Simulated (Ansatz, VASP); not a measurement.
# Two plane-wave programs on MgTe

```xyz
4
Lattice="4.6296 0.0000 0.0000 -2.3148 4.0093 0.0000 0.0000 0.0000 7.4493" Properties=species:S:1:pos:R:3 pbc="T T T"
Mg    0.0000    2.6729    0.0276
Mg    2.3148    1.3364    3.7523
Te    0.0000    2.6729    2.8404
Te    2.3148    1.3364    6.5651
```

Alike in both runs: task single point; functional PBE; k mesh 4 × 4 × 2; occupations fermi-dirac, width 0.01 eV; no spin polarisation.

|  | VASP | Ansatz |
| --- | --- | --- |
| version | VASP 6.6.1 | Ansatz 0.2.0 |
| potentials or method | VASP PAW PBE potentials, release 64 (Mg, Te), cutoff 600 eV | plane waves, PAW |
| valence electrons in the cell | 16 | 52 |

```csv
,VASP,Ansatz,Ansatz less VASP
pressure (GPa),-0.1,0.0,+0.02
"traceless stress, the component that is largest in VASP (GPa)",0.24,0.24,-0.004
rms of the force components (eV/Å),0.016,0.016,+0.0003
```

Atom by atom the forces differ by 0.000 eV/Å (rms over components). VASP's potentials hold 16 valence electrons a cell and Ansatz's 52, so a difference there can come from the potentials and not from the codes.

The k mesh is coarse, so the values compare programs but aren't converged. Spin-orbit coupling is off throughout.
